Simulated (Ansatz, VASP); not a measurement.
**One calculation of Ta, two programs**

Contents of POSCAR:

```
Ta
1.0
   -1.6550000000      1.6550000000      1.6550000000
    1.6550000000     -1.6550000000      1.6550000000
    1.6550000000      1.6550000000     -1.6550000000
Ta
1
Direct
    0.0000000000      0.0000000000      0.0000000000
```

Contents of INCAR.step1:

```
SYSTEM = Ta
  PREC = Accurate
  ENCUT = 600
  ISMEAR = 0
  SIGMA = 0.1
  LREAL = .FALSE.
  LASPH = .TRUE.
  NELM = 60
  GGA = PE
  ALGO = Normal
  EDIFF = 1E-4
  LWAVE = .TRUE.
  LCHARG = .FALSE.
```

Contents of INCAR.step2:

```
SYSTEM = Ta
  PREC = Accurate
  ENCUT = 600
  EDIFF = 1E-6
  ISMEAR = 0
  SIGMA = 0.1
  LREAL = .FALSE.
  LASPH = .TRUE.
  NELM = 60
  ALGO = Normal
  ISIF = 3
  LWAVE = .FALSE.
  LCHARG = .FALSE.
  METAGGA = R2SCAN
  LMIXTAU = .TRUE.
  IBRION = 2
  NSW = 80
  EDIFFG = -0.005
  ISTART = 1
```

Contents of KPOINTS:

```
regular mesh
0
G
  24 24 24
  0 0 0
```

Input for Ansatz:

```yaml
crystal:
  lattice:
    - [-1.655, 1.655, 1.655]
    - [1.655, -1.655, 1.655]
    - [1.655, 1.655, -1.655]
  atoms:
    - { symbol: Ta, position: [0.0, 0.0, 0.0] }
scf:
  occupations: { method: gaussian, width: 0.1 }
output:
  forces: true
  stress: true
  eigenvalues: true
hamiltonian:
  xc: r2scan
kpoints:
  mp_grid: { grid: [24, 24, 24] }
relax:
  f_tol: 0.005
  max_steps: 60
  cell: { stress_tol: 0.02 }
```

Alike in both runs: task relaxation of cell and atoms; functional r2SCAN; k mesh 24 × 24 × 24; occupations gaussian, width 0.1 eV; no spin polarisation.

```csv
,VASP,Ansatz
version,VASP 6.6.1,Ansatz 0.2.0
potentials or method,"VASP PAW PBE potentials, release 64 (Ta_pv)","scalar-relativistic, plane waves, PAW"
plane-wave cutoff (eV),600,500
valence electrons in the cell,11,13
```

```csv
,VASP,Ansatz,Ansatz less VASP
"gap on the k mesh at the Fermi level, each at its own relaxed structure (eV)",none,none,-
relaxed volume (Å³/atom),18.10,18.04,-0.054
relaxed cell length with the largest relative difference (Å),2.865,2.862,-0.0029
```

VASP's potentials were made for PBE, not for r2SCAN. A gap of «none» marks a metal or a gap that the smearing closes. VASP's potentials hold 11 valence electrons a cell and Ansatz's 13, so a difference there can come from the potentials and not from the codes.

Neither program's run includes spin-orbit coupling.
